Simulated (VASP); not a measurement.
Set up this calculation in VASP 6.6.1, as the native input.

```yaml
Task: single point
Functional: revPBE
Potentials_or_basis: VASP PAW PBE potentials, release 64 (Mg)
Cutoff: 520 eV
k_mesh: 11 × 11 × 11
Occupations: fermi-dirac, width 0.1 eV
Spin: no spin polarisation
Dipole_correction: no
Further_INCAR_settings: ALGO = Normal; EDIFF = 1e-07; NBANDS = 7
```

The structure of Mg lies in POSCAR:

```
Mg
1.0
    3.0479767648      0.0000000000      0.0000000000
    0.0000000000      3.0479767648      0.0000000000
    0.0000000000      0.0000000000      3.0479767648
Mg
1
Direct
    0.0000000000      0.0000000000      0.0000000000
```

One way to write it, as run:

INCAR

```
SYSTEM = Mg
PREC     = Accurate       ! precision mode
ENCUT    = 520            ! plane-wave cutoff, eV
EDIFF    = 1E-7           ! SCF threshold, eV
ISMEAR   = -1             ! smearing method
SIGMA    = 0.1            ! smearing width, eV
LREAL    = .False.        ! projectors in reciprocal space
LASPH    = .True.         ! aspherical terms in the spheres
NELM     = 100            ! most SCF steps
ALGO     = Normal         ! electronic algorithm
ISIF     = 2              ! what is computed and relaxed
LWAVE    = .False.        ! write WAVECAR
LCHARG   = .False.        ! write CHGCAR
GGA      = RE             ! functional
NBANDS   = 7              ! bands
```

KPOINTS

```
regular mesh
0
Gamma
  11 11 11
  0 0 0
```

Potentials or basis: VASP PAW PBE potentials, release 64 (Mg).

Launch:

```sh
$ cat potpaw_PBE.64/Mg/POTCAR > POTCAR
$ mpirun -np 1 vasp_std > vasp.out
```

It gave:

- Pressure: -0.1 GPa
- Band gap on the k mesh: zero (band 1 reaches 4.99 eV, above the bottom of band 2 at 0.33 eV)

Caveat: the PAW data sets were made with another functional, which shifts forces and pressure a little.

Run time: 6.9 s on 1 thread of Intel(R) Xeon(R) Platinum 8488C (Sapphire Rapids) (shared host), peak memory 0.13 GiB.
